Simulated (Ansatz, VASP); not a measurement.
**Two plane-wave programs on Mg2Zr3**

```
Mg Zr
1.0
     4.92084    0.00000    0.00000
    -2.46042    4.26157    0.00000
     0.00000    0.00000    6.28944
Mg Zr
2 3
Direct
  0.66667 0.33333 0.36110
  0.33333 0.66667 0.63890
  0.66667 0.33333 0.88135
  0.33333 0.66667 0.11865
  0.00000 0.00000 0.00000
```

Change from the starting cell: species swapped into the In2Au3 type (P-3m1, No. 164).

Alike in both runs: task relaxation of cell and atoms; functional PBE; k mesh 12 × 12 × 6; occupations gaussian, width 0.1 eV; no spin polarisation.

```csv
,VASP,Ansatz
version,VASP 6.6.1,Ansatz 0.2.0
potentials or method,"VASP PAW PBE potentials, release 64 (Mg, Zr_sv), cutoff 600 eV","scalar-relativistic, plane waves, PAW"
valence electrons in the cell,40,56
```

```csv
,VASP,Ansatz,Ansatz less VASP
"gap on the k mesh at the Fermi level, each at its own relaxed structure (eV)",none,none,-
relaxed volume (Å³/atom),26.30,26.32,+0.022
relaxed length of the cell vector where the two differ most in proportion (Å),6.262,6.269,+0.0072
```

A gap of «none» marks a metal or a gap that the smearing closes. VASP's potentials hold 40 valence electrons a cell and Ansatz's 56, so a difference there can come from the potentials and not from the codes.
